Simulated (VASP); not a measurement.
Runs of VASP 6.6.1 on LiCl. The structure is that of space group P4/mmm (No. 123), or close to it. The cells are those of the table. 

```tsv
task	cell	k mesh	cutoff (eV)	smearing	gap on the mesh (eV)	pressure (GPa)	relaxed volume (Å³/atom)
single point	a = 3.439, b = 3.439, c = 4.758 Å, 2 atoms	6 × 6 × 4	520	gaussian 0.1 eV	4.87	-	-
relaxation of cell and atoms	relaxed from a = 3.439, b = 3.439, c = 4.758 Å, 2 atoms	6 × 6 × 4	600	gaussian 0.1 eV	4.87	-0.1	28.14
single point	a = 3.433, b = 3.433, c = 5.286 Å, 2 atoms	8 × 8 × 6	520	gaussian 0.02 eV	(a)	-	-
relaxation of cell and atoms	relaxed from a = 3.439, b = 3.439, c = 4.758 Å, 2 atoms	8 × 8 × 6	600	gaussian 0.02 eV	4.86	0.0	28.61
```

Alike in all rows: level PBE; potentials or basis VASP PAW PBE potentials, release 64 (Li_sv, Cl); no spin polarisation.

Q: Fill in the values left out.

A: (a) 4.84.

Caveats: the cutoff is under 1.25 times the usual one of these potentials, so pressure, stress and relaxed cells hold a basis-set (Pulay) error.

A k mesh can miss the band edges.
